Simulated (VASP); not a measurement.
## CdS: single point with r2SCAN

Crystal: CdS.

```
CELL_PARAMETERS angstrom
4.16379 0.00000 0.00000
-2.08190 3.60595 0.00000
0.00000 0.00000 6.76625
ATOMIC_POSITIONS crystal
Cd 0.33333 0.66667 0.99904
Cd 0.66667 0.33333 0.49904
S 0.33333 0.66667 0.37596
S 0.66667 0.33333 0.87596
```

```json
{
 "Program": "VASP 6.6.1",
 "Task": "single point",
 "Functional": "r2SCAN",
 "Potentials or basis": "VASP PAW PBE potentials, release 64 (Cd, S)",
 "Cutoff": "520 eV",
 "k mesh": "10 × 10 × 6",
 "Occupations": "fermi-dirac, width 0.1 eV",
 "Spin": "no spin polarisation"
}
```

```
Pressure               : 0.3 GPa
Band gap on the k mesh : 1.63 eV
```

Levels at points of the mesh, in eV from the valence-band top:
```csv
k point,band 16,band 17,band 18,band 19,band 20,band 21
"(0.00, 0.00, 0.00)",-0.04,0.00,0.00,1.63,3.22,6.99
"(0.50, 0.00, 0.00)",-1.85,-1.26,-0.74,4.15,4.25,5.43
"(0.00, 0.00, 0.50)",-0.38,-0.38,-0.38,3.27,3.27,6.62
"(0.50, 0.00, 0.50)",-1.33,-1.30,-1.30,3.87,3.87,5.79
```

Wall time 4.1 min on 1 thread of Intel(R) Xeon(R) Platinum 8488C (Sapphire Rapids), on a shared host, peak memory 0.31 GiB.

Caveat: the PAW data sets were made with another functional, which shifts forces and pressure a little. A k mesh can miss the band edges.
